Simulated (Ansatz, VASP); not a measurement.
Tl in VASP and in Ansatz

The input INCAR:

```
PREC = Accurate
ENCUT = 520
EDIFF = 1E-6
ISMEAR = 0
SIGMA = 0.15
LREAL = F
LASPH = T
NELM = 80
ALGO = Fast
ISIF = 2
LWAVE = F
LCHARG = F
GGA = PS
NBANDS = 12
```

File KPOINTS:

```
regular mesh
0
Gamma
  18 18 18
```

The input POSCAR:

```
Tl
1.0
   -2.0380500000      2.0380500000      1.9895250000
    2.0380500000     -2.0380500000      1.9895250000
    2.0380500000      2.0380500000     -1.9895250000
Tl
1
Direct
    0.0000000000      0.0000000000      0.0000000000
```

Input for Ansatz:

```yaml
crystal:
  lattice:
    - [-2.03805, 2.03805, 1.989525]
    - [2.03805, -2.03805, 1.989525]
    - [2.03805, 2.03805, -1.989525]
  atoms:
    - { symbol: Tl, position: [0.0, 0.0, 0.0] }
basis:
  ecutwfc: 420
kpoints:
  mp_grid: { grid: [18, 18, 18] }
hamiltonian:
  xc: pbesol
scf:
  occupations: { method: gaussian, width: 0.15 }
output:
  forces: true
  stress: true
  eigenvalues: true
```

Change from the starting cell: strain +0.050 along x and y, +0.025 along z, atoms carried along.

Alike in both runs: task single point; functional PBEsol; k mesh 18 × 18 × 18; occupations gaussian, width 0.15 eV; no spin polarisation.

```csv
,VASP,Ansatz
version,VASP 6.6.1,Ansatz 0.2.0
potentials or method,"VASP PAW PBE potentials, release 64 (Tl_d), cutoff 520 eV","scalar-relativistic, plane waves, PAW"
valence electrons in the cell,13,13
```

```tsv
	VASP	Ansatz	Ansatz less VASP
gap on the k mesh at the Fermi level (eV)	none	none	-
pressure (GPa)	-3.6	-3.6	+0.03
traceless stress, the component that is largest in VASP (GPa)	0.05	0.05	0.000
```

VASP's potentials were made for PBE, not for PBEsol. A gap of «none» marks a metal or a gap that the smearing closes.

Neither program's run includes spin-orbit coupling.
